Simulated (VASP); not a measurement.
Slab: MoS2, a slab with vacuum.

```
Mo S
1.0
     3.18413    0.00000    0.00000
    -1.59206    2.75753    0.00000
     0.00000    0.00000   17.33460
Mo S
1 2
Cartesian
  0.0000 0.0000 0.0000
  0.0000 1.8384 1.5513
  0.0000 1.8384 15.7833
```

Base run:

| Item | Value |
| --- | --- |
| Program | VASP 6.6.1 |
| Functional | r2SCAN |
| Potentials or basis | VASP PAW PBE potentials, release 64 (Mo_sv, S) |
| Cutoff | 520 eV |
| k mesh | 10 × 10 × 2 |
| Occupations | gaussian, width 0.1 eV |
| Spin | no spin polarisation |

Its results: band gap on the k mesh 1.83 eV, indirect (least direct gap 2.04 eV); largest force 0.022 eV/Å.

Task: The run is repeated on the same cell with these changes: k mesh from 10 × 10 × 2 to 3 × 3 × 1. What comes out?

Result: Band gap on the k mesh 1.72 eV, indirect (least direct gap 1.75 eV); largest force 0.126 eV/Å.

Caveats: some runs use coarse meshes; the PAW data sets were made with another functional, which shifts forces and pressure a little.

A k mesh can miss the band edges.
